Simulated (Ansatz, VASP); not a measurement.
# One calculation of ZnSe, two programs

```
CELL_PARAMETERS angstrom
0.00000 2.83242 2.83242
2.83242 0.00000 2.83242
2.83242 2.83242 0.00000
ATOMIC_POSITIONS crystal
Zn 0.00000 0.00000 0.00000
Se 0.25000 0.25000 0.25000
```

Alike in both runs: task single point; functional PBE; k mesh 6 × 6 × 6; occupations gaussian, width 0.5 eV; no spin polarisation.

|  | VASP | Ansatz |
| --- | --- | --- |
| version | VASP 6.6.1 | Ansatz 0.2.0 |
| potentials or method | VASP PAW PBE potentials, release 64 (Zn, Se) | plane waves |
| plane-wave cutoff (eV) | 520 | 420 |
| valence electrons in the cell | 18 | 28 |

|  | VASP | Ansatz | Ansatz less VASP |
| --- | --- | --- | --- |
| pressure (GPa) | 2.5 | 2.2 | -0.25 |

VASP's potentials hold 18 valence electrons a cell and Ansatz's 28, so a difference there can come from the potentials and not from the codes.
